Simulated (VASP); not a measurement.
HfN, 2 atoms in the cell. The structure is tetragonal, space group I4/mmm (No. 139). Conventional cell: a = 3.099 Å, b = 3.099 Å, c = 4.450 Å, α = 90.00°, β = 90.00°, γ = 90.00°. Hf (site symmetry 4/mmm) has 6 N at 2.19 to 2.23 Å within 2.9 Å. Within 2.9 Å of N (site symmetry 4/mmm) lie 6 Hf at 2.19 to 2.23 Å.  This cell differs from its parent crystal: strain -0.030 along x and y, -0.015 along z.

* Program: VASP 6.6.1
* Task: single point
* Functional: PBE
* Potentials or basis: VASP PAW PBE potentials, release 64 (Hf_pv, N)
* Cutoff: 520 eV
* k mesh: 18 × 18 × 18
* Occupations: gaussian, width 0.15 eV
* Spin: no spin polarisation
* Dipole correction: no
* Further INCAR settings: ALGO = Normal; EDIFF = 1e-06; NBANDS = 14

Potentials or basis: VASP PAW PBE potentials, release 64 (Hf_pv, N).

The run is started by

```bash
$ cat potpaw_PBE.64/Hf_pv/POTCAR potpaw_PBE.64/N/POTCAR > POTCAR
$ mpirun -np 1 vasp_std > vasp.out
```

Hardware: 1 thread of Intel Xeon 8259CL (shared host).

**Question.** How long does it take, and how much memory?

**Answer.** It took 2.9 min on 1 thread of Intel Xeon 8259CL, on a shared host, peak memory 0.27 GiB. Counts: scf iterations 13, k points 480.
